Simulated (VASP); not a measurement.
Wanted: the native input for a VASP 6.6.1 run.

- Task: single point
- Functional: LDA
- Potentials or basis: VASP PAW LDA potentials, release 64 (Ba_sv, Ti_sv, O_h)
- Cutoff: 1340 eV
- k mesh: 6 × 6 × 6
- Occupations: gaussian, width 0.01 eV
- Spin: no spin polarisation
- Dipole correction: no
- Further INCAR settings: ALGO = Normal; EDIFF = 1e-06; NBANDS = 28

The structure of BaTiO3 lies in POSCAR:

```
BaTiO3
1.0
    3.8961908378      0.0000000000      0.0000000000
    0.0000000000      3.8961908378      0.0000000000
    0.0000000000      0.0000000000      3.8961908378
Ba Ti O
1 1 3
Direct
    0.5000000000      0.5000000000      0.5000000000
    0.0000000000      0.0000000000      0.0000000000
    0.5000000000      0.0000000000      0.0000000000
    0.0000000000      0.5000000000      0.0000000000
    0.0000000000      0.0000000000      0.5000000000
```

One way to write it, as run:

INCAR

```
SYSTEM = BaTiO3
PREC = Accurate
ENCUT = 1340
EDIFF = 1E-6
ISMEAR = 0
SIGMA = 0.01
LREAL = .False.
LASPH = .True.
NELM = 120
ALGO = Normal
ISIF = 2
LWAVE = .False.
LCHARG = .True.
LELF = .True.
LVHAR = .True.
NBANDS = 28
GGA_COMPAT = .False.
```

KPOINTS

```
regular mesh
0
Gamma
  6 6 6
  0 0 0
```

Potentials or basis: VASP PAW LDA potentials, release 64 (Ba_sv, Ti_sv, O_h).

The run is started by

```sh
$ cat potpaw_LDA.64/Ba_sv/POTCAR potpaw_LDA.64/Ti_sv/POTCAR potpaw_LDA.64/O_h/POTCAR > POTCAR
$ mpirun -np 1 vasp_std > vasp.out
```

It gave:

```
Pressure               : 8.8 GPa
Band gap on the k mesh : 1.81 eV (least direct gap 1.86 eV)
```

Caveat: the cell stands under pressure; spin-orbit coupling is left out, which moves the levels of the heavy elements.

Run time: 2.1 min on 1 thread of Intel(R) Xeon(R) Platinum 8488C (Sapphire Rapids) (shared host), peak memory 0.35 GiB.
